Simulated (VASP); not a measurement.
A run of VASP 6.6.1:

The input INCAR:

```
PREC = Accurate ; ENCUT = 520
EDIFF = 1E-7 ; ISMEAR = 0
SIGMA = 0.1 ; LREAL = F
LASPH = T ; NELM = 60
ALGO = Fast ; ISIF = 2
LWAVE = F ; LCHARG = F
GGA = PS ; NBANDS = 46
```

The input KPOINTS:

```
regular mesh
0
Gamma
  8 8 8
```

Contents of POSCAR:

```
Tl2Au
1.0
   -3.6095996763      3.6095996763      2.8033991821
    3.6095996763     -3.6095996763      2.8033991821
    3.6095996763      3.6095996763     -2.8033991821
Tl Au
4 2
Direct
    0.1542280257      0.6542280257      0.8084560514
    0.6542280257      0.8457719743      0.5000000000
    0.8457719743      0.3457719743      0.1915439486
    0.3457719743      0.1542280257      0.5000000000
    0.7500000000      0.7500000000      0.0000000000
    0.2500000000      0.2500000000      0.0000000000
```

Potentials or basis: VASP PAW PBE potentials, release 64 (Tl_d, Au).

Command:

```console
$ cat potpaw_PBE.64/Tl_d/POTCAR potpaw_PBE.64/Au/POTCAR > POTCAR
$ mpirun -np 1 vasp_std > vasp.out
```

Hardware: 1 thread of Intel(R) Xeon(R) Platinum 8375C CPU @ 2.90GHz (Ice Lake), with other jobs on the host.

**Question.** Estimate the wall time of this run.

**Answer.** It took 7.5 min on 1 thread of Intel(R) Xeon(R) Platinum 8375C CPU @ 2.90GHz (Ice Lake) (shared host), peak memory 0.53 GiB. Counts: scf iterations 16, k points 59.
